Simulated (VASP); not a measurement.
Nb2SiB2: relaxation of cell and atoms with PBE

Crystal: Nb2SiB2.

```
Nb Si B
1.0
     4.05876    0.00000    0.00000
    -2.02938    3.51499    0.00000
     0.00000    0.00000    4.62725
Nb Si B
2 1 2
Cartesian
  0.0000 2.3433 1.1197
  2.0294 1.1717 3.5075
  0.0000 0.0000 2.3136
  0.0000 2.3433 3.4641
  2.0294 1.1717 1.1631
```

The cell was generated, and may not be a known phase.

```yaml
Program: VASP 6.6.1
Task: relaxation of cell and atoms
Functional: PBE
Potentials_or_basis: VASP PAW PBE potentials, release 64 (Nb_sv, Si, B)
Cutoff: 600 eV
k_mesh: 12 × 12 × 8
Occupations: gaussian, width 0.1 eV
Spin: no spin polarisation
Dipole_correction: no
Further_INCAR_settings: ALGO = Normal; EDIFF = 1e-06; IBRION = 2; EDIFFG = -0.01; NSW = 100; ISIF = 3
```

```yaml
Relaxed_volume: 13.21 Å³/atom
Relaxed_cell: a = 4.066 Å, b = 4.066 Å, c = 4.615 Å, α = 90.00°, β = 90.00°, γ = 120.00°
Space_group_after_relaxing_to_0.1_Å: P-3m1 (No. 164)
Energy_gained_by_relaxing: 0.1 meV/atom
Ionic_steps: 2
Pressure_after_relaxing: 0.0 GPa
Largest_force_after_relaxing: 0.009 eV/Å
Band_gap_on_the_k_mesh: zero (bands 18 and 19 overlap by 1.42 eV)
```

Forces in eV/Å, atoms in the order of the input:
```
Nb   0.000  0.000  0.009
Nb   0.000  0.000 -0.009
Si   0.000  0.000  0.000
B    0.000  0.000 -0.008
B    0.000  0.000  0.008
```

Stress tensor (GPa, compression positive):
```
-0.01  0.00  0.00
 0.00 -0.01  0.00
 0.00  0.00  0.11
```

Step by step:
```tsv
step	energy change (eV)	largest force (eV/Å)	pressure (GPa)	volume (Å³)
1	0.0000	0.0037	0.06	66.01
2	-0.0006	0.0091	0.03	66.06
```

Final structure:
```
Nb Si B
1.0
     4.06575    0.00000    0.00000
    -2.03288    3.52105    0.00000
     0.00000    0.00000    4.61475
Nb Si B
2 1 2
Cartesian
  0.0000 2.3474 1.1169
  2.0329 1.1737 3.4979
  4.0658 0.0000 2.3074
  0.0000 2.3474 3.4549
  2.0329 1.1737 1.1599
```

Levels at points of the mesh, in eV from the Fermi level:
```
           k point  band 16  band 17  band 18  band 19  band 20  band 21
(0.00, 0.00, 0.00)    -1.38    -1.28    -1.28     0.69     0.69     1.06
(0.50, 0.00, 0.00)    -1.54    -0.75    -0.71    -0.01     0.06     2.16
(0.00, 0.00, 0.50)    -3.15    -1.01     0.87     0.87     1.19     1.79
(0.50, 0.00, 0.50)    -2.37    -0.88    -0.80    -0.32     1.05     1.98
```

It took 4.7 min on 1 thread of Intel Xeon 8259CL (shared host), peak memory 0.34 GiB.
